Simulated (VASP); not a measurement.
# Sr19Ca5 in VASP: notebook

Runs on Sr19Ca5. Level: PBE. Tasks: single point.

Program: VASP 6.6.1. These are calculated values, not measurements. Logs are shortened: lines on timing, memory, paths and dates and some standing lists are left out, and cuts for length are marked.

**1. The cell of the first run**

The cell holds a disordered packing, 24 atoms: a = 10.499 Å, b = 10.393 Å, c = 11.201 Å, α = 87.65°, β = 89.24°, γ = 91.82°.

**2. Single point, PBE**

Contents of INCAR:

```
PREC     = Accurate       # precision mode
ENCUT    = 520            # plane-wave cutoff, eV
EDIFF    = 1E-7           # SCF threshold, eV
ISMEAR   = -1             # smearing method
SIGMA    = 0.1327         # smearing width, eV
LREAL    = Auto         
LASPH    = True           # aspherical terms in the spheres
NELM     = 60             # most SCF steps
ALGO     = Normal         # electronic algorithm
ISIF     = 2              # what is computed and relaxed
LWAVE    = False          # write WAVECAR
LCHARG   = True           # write CHGCAR
GGA      = PE             # functional
LELF     = True           # ELF
LVHAR    = True         
ISYM     = 0            
NBANDS   = 138            # bands
```

Contents of KPOINTS:

```
Automatic mesh
0
Gamma
  1 1 1
  0.25 0.25 0.25
```

Contents of POSCAR:

```
Sr19Ca5
1.0
   10.4978800000     -0.1668760000      0.0738540000
   -0.1668760000     10.3895350000      0.2213770000
    0.0738540000      0.2213770000     11.1990180000
Sr Ca
19 5
Direct
    0.2884796450      0.7245948319      0.7265522740
    0.8065974813      0.3643257340      0.7414446706
    0.1203878418     -0.0090825706      0.7250415660
    0.6203413167      0.2710096739      0.4991376033
    0.2969927383      0.5724349071      0.3897354193
    0.8255091600      0.9817415982      0.5408645505
    0.4461882321      0.2493462920      0.1573021563
    0.4529083545      0.4048604719      0.8233939895
    0.1384855669      0.1158782068      0.4002820173
    0.2321843077      0.9315971078      0.0830584509
    0.4973479610      1.0148002787      0.8074119019
    0.9032639464      0.8621546378      0.2319359731
    0.2812530985      0.5215670053      0.0404140251
    0.9715036259      0.6485158952      0.5714281438
    0.4864374259      0.9232232038      0.4176763773
    0.7271973986      0.3732399014      0.0891319965
    0.0642789150      0.2617808636      0.0413871540
    0.9793458437      0.6634047941      0.9437294260
    0.6046444951      0.7653729663      0.0683649776
    0.9547307092      0.4384852919      0.2940971931
    0.6667373820      0.6180397506      0.4490477640
    0.8354105357      0.0111804571      0.8938878832
    0.6476784343      0.6785613247      0.7567513943
    0.1499167646      0.3556270528      0.6618790502
```

Potentials or basis: VASP PAW PBE potentials, release 64 (Sr_sv, Ca_sv).

Command:

```
> cat potpaw_PBE.64/Sr_sv/POTCAR potpaw_PBE.64/Ca_sv/POTCAR > POTCAR
> mpirun -np 1 vasp_std > vasp.out
```

OUTCAR:

```text
PREC = Accurate
   ENCUT = 520
   EDIFF = 1E-7
   ISMEAR = -1
   LREAL = Auto
   LASPH = True
   NELM = 60
   ISIF = 2
   GGA = PE
   ISYM = 0

 ion  position               nearest neighbor table
   1  0.288  0.725  0.727-   3 3.33  11 3.82  23 3.83  14 3.85   8 3.91  13 4.02  18 4.05   5 4.15
                            24 4.15  15 4.42  10 4.65  19 5.12
   2  0.807  0.364  0.741-   4 3.52  24 3.71  23 3.72  14 3.80   8 3.85  16 3.98  22 4.01  18 4.29
                            17 4.46   6 4.65  11 4.82
   3  0.120  0.991  0.725-   1 3.33  22 3.53   6 3.74   9 3.81  24 3.83  11 4.08  10 4.22  14 4.28
                            18 4.32  17 4.66
   4  0.620  0.271  0.499-   2 3.52  21 3.64   6 3.77  15 3.98   7 4.28   8 4.31  11 4.43  16 4.78
                             5 4.83
   5  0.297  0.572  0.390-  21 3.96  13 3.97  24 3.98  20 3.99  14 4.07  15 4.12   1 4.15   7 4.63
                             4 4.83   9 4.97  10 5.04  19 5.11
   6  0.826  0.982  0.541-   3 3.74   4 3.77  12 3.81   9 3.82  14 3.84  15 3.87  22 3.98  11 4.56
                             2 4.65
   7  0.446  0.249  0.157-  16 3.25  13 3.58   8 4.01  10 4.06  17 4.24   4 4.28   9 4.35  15 4.41
                             5 4.63  11 4.73
   8  0.453  0.405  0.823-  13 3.30  23 3.50  24 3.71   2 3.85   1 3.91   7 4.01  11 4.11  16 4.18
                             4 4.31  17 4.89  19 4.97
   9  0.138  0.116  0.400-   3 3.81   6 3.82  24 3.92  20 4.07  12 4.09  15 4.22  10 4.22  17 4.33
                             7 4.35   5 4.97
  10  0.232  0.932  0.083-  12 3.85  17 3.92   7 4.06  18 4.15  11 4.18   3 4.22   9 4.22  19 4.33
                            13 4.35  15 4.63   1 4.65   5 5.04
  11  0.497  0.015  0.807-  22 3.69   1 3.82  23 3.94  19 4.02   3 4.08   8 4.11  10 4.18   4 4.43
                            15 4.51   6 4.56   7 4.73   2 4.82
  12  0.903  0.862  0.232-  19 3.78   6 3.81  10 3.85  18 3.99   9 4.09  22 4.11  14 4.40  17 4.84
                            15 4.89
  13  0.281  0.522  0.040-   8 3.30  17 3.48   7 3.58  18 3.69   5 3.97   1 4.02  19 4.19  10 4.35
                            16 5.01
  14  0.972  0.649  0.571-  21 3.51  24 3.74   2 3.80   6 3.84   1 3.85  20 3.87  23 3.99   5 4.07
                            18 4.18   3 4.28  12 4.40
  15  0.486  0.923  0.418-  21 3.75   6 3.87   4 3.98   5 4.12   9 4.22   7 4.41   1 4.42  19 4.48
                            11 4.51  10 4.63  12 4.89
  16  0.727  0.373  0.089-   7 3.25  20 3.41  17 3.80   2 3.98   8 4.18  18 4.21  19 4.31   4 4.78
                            13 5.01
  17  0.064  0.262  0.041-  13 3.48  20 3.63  16 3.80  22 3.92  10 3.92   7 4.24   9 4.33  18 4.39
                             2 4.46   3 4.66  12 4.84   8 4.89
  18  0.979  0.663  0.944-  13 3.69  22 3.98  12 3.99   1 4.05  23 4.09  10 4.15  14 4.18  16 4.21
                             2 4.29   3 4.32  19 4.33  17 4.39
  19  0.605  0.765  0.068-  23 3.67  12 3.78  22 3.91  11 4.02  13 4.19  16 4.31  10 4.33  18 4.33
                            15 4.48   8 4.97   5 5.11   1 5.12
  20  0.955  0.438  0.294-  16 3.41  17 3.63  14 3.87   5 3.99   9 4.07
  21  0.667  0.618  0.449-  14 3.51   4 3.64  15 3.75   5 3.96
  22  0.835  0.011  0.894-   3 3.53  11 3.69  19 3.91  17 3.92   6 3.98  18 3.98   2 4.01  12 4.11

  23  0.648  0.679  0.757-   8 3.50  19 3.67   2 3.72   1 3.83  11 3.94  14 3.99  18 4.09
  24  0.150  0.356  0.662-   2 3.71   8 3.71  14 3.74   3 3.83   9 3.92   5 3.98   1 4.15

IMPORTANT INFORMATION: All symmetrisations will be switched off!
NOSYMM: (Re-)initialisation of all symmetry stuff for point group C_1.

----------------------------------------------------------------------------------------

                                     Primitive cell

  volume of cell :    1220.5671

  direct lattice vectors                    reciprocal lattice vectors
    10.497880000 -0.166876000  0.073854000     0.095286516  0.001544525 -0.000658916
    -0.166876000 10.389535000  0.221377000     0.001544525  0.096316292 -0.001914122
     0.073854000  0.221377000 11.199018000    -0.000658916 -0.001914122  0.089335726

  length of vectors
    10.499466011 10.393233034 11.201449297     0.095301311  0.096347691  0.089358659

  position of ions in fractional coordinates (direct lattice)
     0.288479645  0.724594832  0.726552274
     0.806597481  0.364325734  0.741444671
     0.120387842  0.990917429  0.725041566
     0.620341317  0.271009674  0.499137603
     0.296992738  0.572434907  0.389735419
     0.825509160  0.981741598  0.540864550
[... 16 lines left out ...]
     0.647678434  0.678561325  0.756751394
     0.149916765  0.355627053  0.661879050

  ion indices of the primitive-cell ions
   primitive index   ion index
                 1           1
                 2           2
                 3           3
                 4           4
                 5           5
                 6           6
[... 16 lines left out ...]
[... 39 lines left out ...]
   NGXF,Y,Z  is equivalent  to a cutoff of  25.33, 25.59, 24.93 a.u.
 SYSTEM =  unknown system
   PREC   = accura    normal or accurate (medium, high low for compatibility)
   ISTART =      0    job   : 0-new  1-cont  2-samecut
   ICHARG =      2    charge: 1-file 2-atom 10-const
   ISPIN  =      1    spin polarized calculation?
   LNONCOLLINEAR =      F non collinear calculations
   LSORBIT =      F    spin-orbit coupling
   LASPH  =      T    aspherical Exc in radial PAW
   ENCUT  =  520.0 eV  38.22 Ry    6.18 a.u.  19.52 19.32 20.83*2*pi/ulx,y,z
   NELM   =     60;   NELMIN=  2; NELMDL= -5     # of ELM steps
   EDIFF  = 0.1E-06   stopping-criterion for ELM
   LREAL  =      T    real-space projection
   EDIFFG = 0.1E-05   stopping-criterion for IOM
   NSW    =      0    number of steps for IOM
   IBRION =     -1    ionic relax: 0-MD 1-quasi-New 2-CG
   NFREE  =      0    steps in history (QN), initial steepest desc. (CG)
   ISIF   =      2    stress and relaxation
   ISYM   =      0    0-nonsym 1-usesym 2-fastsym
   POTIM  = 0.5000    time-step for ionic-motion
   TEBEG  =    0.0;   TEEND  =   0.0 temperature during run
   PSTRESS=    0.0 pullay stress
   NELECT =     240.0000    total number of electrons
   NUPDOWN=      -1.0000    fix difference up-down
   EMIN   =  10.00;   EMAX   =-10.00  energy-range for DOS
   EFERMI =   0.00;   METHOD = LEGACY
   ISMEAR =    -1;   SIGMA  =   0.13  broadening in eV -4-tet -1-fermi 0-gaus
   EFERMI_NEDOS =   21; number of points for ismear=-14 and -15
   IALGO  =     38    algorithm
   IMIX   =      4    mixing-type and parameters
     AMIX     =   0.40;   BMIX     =  1.00
     AMIX_MAG =   1.60;   BMIX_MAG =  1.00
  volume/ion in A,a.u.               =      50.86       343.20
  Fermi-wavevector in a.u.,A,eV,Ry     =   0.951973  1.798968 12.330319  0.906253
  Thomas-Fermi vector in A             =   2.080493
   LORBIT       =      0    0 simple, 1 ext, 2 COOP (PROOUT), +10 PAW based schemes
   GGA     = PE    functional components
   LHFCALC =     F    Hartree Fock is set to
   AEXX    =    0.0000 exact exchange contribution
   IVDW    =     0    specifies the selected vdW correction
   LEPSILON=     F    determine dielectric tensor
   LRPA    =     F    only Hartree local field effects (RPA)
 non-spin polarized calculation
  energy-cutoff  :      520.00
  volume of cell :     1220.57
 maximum number of plane-waves:     32875
 NGX is ok and might be reduce to    80
   NGX = 39   NGY = 39   NGZ = 41

 number of electron     240.0000002 magnetization

 Free energy of the ion-electron system (eV)
  ---------------------------------------------------
  ext. energy  EPLUGINS =         0.00000000
  ---------------------------------------------------
  free energy    TOTEN  =       -35.12952502 eV

  energy without entropy =      -33.10573621  energy(sigma->0) =      -34.11763061

 E-fermi :   1.6265     XC(G=0):  -7.4635

 val. band max:        1.6006644727   @ k =   0.2500   0.2500   0.2500
 cond. band min:       1.6385864064   @ k =   0.2500   0.2500   0.2500
 fundamental gap:      0.0379219337
 Fermi energy:         1.6265367877

 k-point     1 :       0.2500    0.2500    0.2500
  band No.  band energies     occupation
      1     -40.7262      2.00000
      2     -40.6263      2.00000
      3     -40.5688      2.00000
      4     -40.4277      2.00000
      5     -40.2984      2.00000
      6     -35.0531      2.00000
[... 124 lines left out ...]
    131       2.1703      0.03269
    132       2.1888      0.02848
 [bands above 132 left out]

------------------------ aborting loop because EDIFF is reached ----------------------------------------

  FORCE on cell =-STRESS in cart. coord.  units (eV):
  Direction    XX          YY          ZZ          XY          YZ          ZX
  --------------------------------------------------------------------------------------
  -------------------------------------------------------------------------------------
  Total       18.9266869      8.3623459      4.1315205     -1.3283424      0.6261482      0.1112014
  in kB       24.8441154     10.9768333      5.4232403     -1.7436486      0.8219134      0.1459686
  external PRESSURE =      13.7480630 kB  Pullay stress =       0.0000000 kB

 VOLUME and BASIS-vectors are now :
 -----------------------------------------------------------------------------
  energy-cutoff  :      520.00
  volume of cell :     1220.57
      direct lattice vectors                 reciprocal lattice vectors
    10.497880000 -0.166876000  0.073854000     0.095286516  0.001544525 -0.000658916
    -0.166876000 10.389535000  0.221377000     0.001544525  0.096316292 -0.001914122
     0.073854000  0.221377000 11.199018000    -0.000658916 -0.001914122  0.089335726

 POSITION                                       TOTAL-FORCE (eV/Angst)
 -----------------------------------------------------------------------------------
      2.96117      7.64091      8.31839         0.507343     -0.793130     -0.163748
      8.46153      3.81471      8.44368         0.487710     -0.422171      0.347372
      1.15200     10.43559      8.34801         0.082392      0.692622      0.279999
      6.50391      2.82264      5.69566        -0.627177      0.128539     -0.489318
      3.05105      5.98405      4.51331         0.114076     -0.097251     -0.160812
      8.54221     10.18182      6.33545        -0.372371      0.012399      0.429630
[... 16 lines left out ...]
      6.74190      7.10938      8.67292         0.335648      0.627170     -0.078356
      1.56335      3.81631      7.50219         0.133403     -0.087319      0.138588
 -----------------------------------------------------------------------------------
    total drift:                                0.000292     -0.002511      0.001712

  FREE ENERGIE OF THE ION-ELECTRON SYSTEM (eV)
  ---------------------------------------------------
  free  energy   TOTEN  =       -35.1295250157 eV

  energy  without entropy=      -33.1057362097  energy(sigma->0) =      -34.11763061
```

It took 11 min on 1 thread of Intel Xeon 6975P-C (Granite Rapids), shared host; peak memory 1 GiB.

Results:

```
Free energy   : -35.1295 eV
Pressure      : 1.4 GPa
Largest force : 1.314 eV/Å
```

Forces in eV/Å, atoms in the order of the input:
```
Sr   0.507 -0.793 -0.164
Sr   0.488 -0.422  0.347
Sr   0.082  0.693  0.280
Sr  -0.627  0.129 -0.489
Sr   0.114 -0.097 -0.161
Sr  -0.372  0.012  0.430
Sr  -0.666 -0.929  0.650
Sr   0.328 -0.788 -0.642
Sr   0.406  0.238 -0.383
Sr   0.285 -0.358 -0.149
Sr  -0.033  0.558 -0.230
Sr  -0.004 -0.045  0.221
Sr  -0.050  1.145  0.601
Sr   0.288  0.440 -0.069
Sr  -0.331  0.069 -0.066
Sr   0.100  0.451 -0.457
Sr   0.072 -0.641 -0.522
Sr  -0.396 -0.125 -0.180
Sr  -0.539 -0.377  0.457
Ca   0.290  0.323  0.722
Ca  -0.237 -0.068 -0.566
Ca  -0.173  0.047  0.309
Ca   0.336  0.627 -0.078
Ca   0.133 -0.087  0.139
```

Caveat: the k points lie up to 0.61 Å⁻¹ apart; the atoms stand as in a frame of molecular dynamics.

**3. Single point, PBE**

Contents of INCAR:

```
SYSTEM = Sr19Ca5
PREC = Accurate
ENCUT = 520
EDIFF = 1E-6
ISMEAR = -1
SIGMA = 0.1327
LREAL = Auto
LASPH = .True.
NELM = 100
ALGO = Normal
ISIF = 2
LWAVE = .False.
LCHARG = .True.
GGA = PE
LELF = .True.
LVHAR = .True.
NBANDS = 138
ISYM = 0
```

KPOINTS is that of step 2.

Contents of POSCAR:

```
Sr19Ca5
1.0
   10.4978800000     -0.1668760000      0.0738540000
   -0.1668760000     10.3895350000      0.2213770000
    0.0738540000      0.2213770000     11.1990180000
Sr Ca
19 5
Direct
    0.2919301596      0.7006969767      0.7286501009
    0.8001663438      0.3516531830      0.7467600809
    0.1127570155     -0.0133824413      0.7391363250
    0.6147780751      0.2741352161      0.4978623972
    0.2910213619      0.5839084125      0.3800195710
    0.8473020662      0.9548683380      0.5417336114
    0.4471164442      0.2234091837      0.1518381350
    0.4621420918      0.4106772426      0.8163261691
    0.1615523419      0.1182457435      0.4103539101
    0.2445649580      0.9157819619      0.0814640923
    0.5034557160      1.0409550638      0.8138858490
    0.8964718916      0.8446472303      0.2126900318
    0.2680496894      0.5253102831      0.0385382757
    0.9722194001      0.6770871286      0.5639098170
    0.4708090371      0.9044291784      0.4276917897
    0.7340743425      0.3571233553      0.0707335926
    0.0482519193      0.2561097789      0.0301367127
    0.9807892631      0.6633740586      0.9376773062
    0.6046550071      0.7578633814      0.0823178682
    0.9462379900      0.4522773210      0.3228445336
    0.6412861219      0.6170449841      0.4266694533
    0.8579927012     -0.0040771535      0.8999404586
    0.6536142743      0.7016550023      0.7900338844
    0.1340992536      0.3613516331      0.6790294732
```

Potentials or basis: VASP PAW PBE potentials, release 64 (Sr_sv, Ca_sv).

Command:

```
> cat potpaw_PBE.64/Sr_sv/POTCAR potpaw_PBE.64/Ca_sv/POTCAR > POTCAR
> mpirun -np 1 vasp_std > vasp.out
```

It took 8 min on 1 thread of Intel Xeon 6975P-C (Granite Rapids), shared host; peak memory 1.1 GiB.

The run converged. Its results:

- Free energy: -34.8696 eV
- Pressure: 1.4 GPa
- Largest force: 1.670 eV/Å

Forces on the atoms (eV/Å):
```
Sr   0.364  0.141 -0.244
Sr   0.542 -0.072 -0.094
Sr   0.954  0.508  0.023
Sr  -0.525 -0.352 -0.579
Sr  -0.198 -0.345 -0.067
Sr  -1.242  1.115  0.044
Sr  -0.497 -0.371  0.456
Sr   0.072 -0.617 -0.381
Sr   0.070  0.220 -0.408
Sr  -0.057 -0.229 -0.002
Sr  -0.015  0.072 -0.204
Sr   0.486  0.240  0.722
Sr   0.322  0.428  0.627
Sr   0.295 -0.727  0.172
Sr   0.029  0.577  0.084
Sr  -0.145  0.653  0.187
Sr   0.721 -0.510  0.007
Sr  -0.442 -0.333 -0.284
Sr  -0.884 -0.258  0.478
Ca   0.068 -0.224 -0.062
Ca   0.426 -0.095  0.138
Ca  -1.015  0.095  0.290
Ca   0.414  0.128 -0.863
Ca   0.256 -0.046 -0.039
```

Stress tensor (GPa, compression positive):
```
 2.47 -0.35 -0.11
-0.35  1.25  0.08
-0.11  0.08  0.52
```

Levels at points of the mesh, in eV from the Fermi level:
```csv
k point,band 115,band 116,band 117,band 118,band 119,band 120,band 121,band 122,band 123,band 124
"(0.25, 0.25, 0.25)",-0.34,-0.25,-0.21,-0.12,-0.03,0.02,0.03,0.09,0.14,0.20
```

Caveat: the k points lie up to 0.61 Å⁻¹ apart; the atoms stand as in a frame of molecular dynamics.

**4. Single point, PBE**

Contents of INCAR:

```
ALGO = Normal ; EDIFF = 1E-7
ENCUT = 520 ; GGA = PE
ISIF = 2 ; ISMEAR = -1
ISYM = 0 ; LASPH = T
LCHARG = F ; LREAL = Auto
LWAVE = F ; NBANDS = 138
NELM = 60 ; PREC = Accurate
SIGMA = 0.1327
```

KPOINTS is that of step 3.

Contents of POSCAR:

```
Sr19Ca5
1.0
   10.4978800000     -0.1668760000      0.0738540000
   -0.1668760000     10.3895350000      0.2213770000
    0.0738540000      0.2213770000     11.1990180000
Sr Ca
19 5
Direct
    0.2962242427      0.6806978320      0.7511790597
    0.8047101627      0.3577331444      0.7366067315
    0.1212502693     -0.0090033081      0.7427869397
    0.5907211356      0.2815967153      0.5090061330
    0.2844277877      0.5950264251      0.3742362683
    0.8346255859      0.9424177105      0.5338593934
    0.4344383523      0.2119283603      0.1566748911
    0.4649712862      0.4099507470      0.8087060262
    0.1731315554      0.1181041254      0.3989012255
    0.2398284030      0.8948702736      0.0710940028
    0.5188394506      1.0579880001      0.8272742683
    0.8887920517      0.8363366327      0.2069110396
    0.2722004854      0.5144056574      0.0358535297
    0.9625975173      0.7018822337      0.5504519003
    0.4539143430      0.8844194494      0.4359151388
    0.7282317918      0.3461138916      0.0724421118
    0.0355041362      0.2371611005      0.0149664787
    0.9809518555      0.6723636253      0.9381548399
    0.6010627350      0.7457559724      0.0851857630
    0.9393462596      0.4790060684      0.3398909257
    0.6380764906      0.6151015440      0.4007400617
    0.8589688881     -0.0130475371      0.9349712748
    0.6744397255      0.7053917000      0.7884967620
    0.1276340388      0.3576772625      0.6819661506
```

Command:

```
> cat potpaw_PBE.64/Sr_sv/POTCAR potpaw_PBE.64/Ca_sv/POTCAR > POTCAR
> mpirun -np 1 vasp_std > vasp.out
```

It took 8.3 min on 1 thread of Intel Xeon 6975P-C (Granite Rapids), shared host; peak memory 1 GiB.

It converged, with:

```yaml
Free_energy: -33.4652 eV
Pressure: 1.7 GPa
Largest_force: 2.705 eV/Å
```

Forces in eV/Å, atoms in the order of the input:
```
Sr   0.073  0.796 -0.756
Sr   0.387 -0.102  0.045
Sr   0.444  0.266 -0.218
Sr  -0.572 -0.503 -0.753
Sr  -0.381 -0.647 -0.007
Sr  -1.438  2.285  0.154
Sr  -0.259 -0.338  0.308
Sr   0.221 -0.580 -0.158
Sr  -0.422  0.197 -0.109
Sr   0.081  0.067  0.265
Sr  -0.046 -0.315 -0.231
Sr   0.658  0.258  1.127
Sr   0.022  0.030  0.868
Sr   1.276 -1.597  0.651
Sr   0.259  0.979  0.270
Sr  -0.141  0.694  0.217
Sr   1.185  0.175  0.361
Sr  -0.253 -0.795 -0.321
Sr  -1.014 -0.239  0.146
Ca   0.126 -0.873 -0.538
Ca   0.336 -0.185  0.361
Ca  -0.990  0.135 -0.701
Ca  -0.034  0.127 -0.726
Ca   0.482  0.163 -0.254
```

Stress tensor (GPa, compression positive):
```
 2.51 -0.58 -0.28
-0.58  1.87 -0.04
-0.28 -0.04  0.70
```

Levels at points of the mesh, in eV from the Fermi level:
| k point | band 117 | band 118 | band 119 | band 120 | band 121 | band 122 |
| --- | --- | --- | --- | --- | --- | --- |
| (0.25, 0.25, 0.25) | -0.23 | -0.11 | -0.03 | 0.00 | 0.05 | 0.06 |

Caveat: the k points lie up to 0.61 Å⁻¹ apart; the atoms stand as in a frame of molecular dynamics.

**5. Overview**

| cell | pressure (GPa) | largest force (eV/Å) |
| --- | --- | --- |
| as given, atomic positions A | 1.4 | 1.31 |
| as given, atomic positions B | 1.4 | 1.67 |
| as given, atomic positions C | 1.7 | 2.70 |

Alike in all rows: task single point; level PBE; potentials or basis VASP PAW PBE potentials, release 64 (Sr_sv, Ca_sv); no spin polarisation; k mesh 1 × 1 × 1, shifted; cutoff (eV) 520; smearing fermi-dirac 0.1327 eV.

Caveats: all runs use coarse meshes; the atoms stand as in a frame of molecular dynamics.

Absolute energies hang on the potentials; compare differences alone.
